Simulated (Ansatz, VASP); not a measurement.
# Two plane-wave programs on MnS

```
Mn S
1.0
     0.00000    2.80000    2.80000
     2.80000    0.00000    2.80000
     2.80000    2.80000    0.00000
Mn S
1 1
Direct
  0.00000 0.00000 0.00000
  0.75000 0.75000 0.75000
```

Alike in both runs: task single point; functional PBEsol; k mesh 14 × 14 × 14; occupations gaussian, width 0.15 eV; collinear spin.

```csv
,VASP,Ansatz
version,VASP 6.6.1,Ansatz 0.2.0
potentials or method,"VASP PAW PBE potentials, release 64 (Mn_pv, S), cutoff 520 eV","scalar-relativistic, plane waves, PAW"
valence electrons in the cell,19,21
```

```tsv
	VASP	Ansatz	Ansatz less VASP
gap on the k mesh at the Fermi level (eV)	none	none	-
pressure (GPa)	-2.2	-2.3	-0.11
net moment per atom (μB)	2.44	2.44	0.000
size of the moment on the site where the two differ most (μB)	4.29	4.12	-0.171
```

VASP's potentials were made for PBE, not for PBEsol. Site moments also hang on the region over which each program counts them. A gap of «none» marks a metal or a gap that the smearing closes. With one functional, cell and mesh, what is left measures potentials, basis and numerics. VASP's potentials hold 19 valence electrons a cell and Ansatz's 21, so a difference there can come from the potentials and not from the codes.
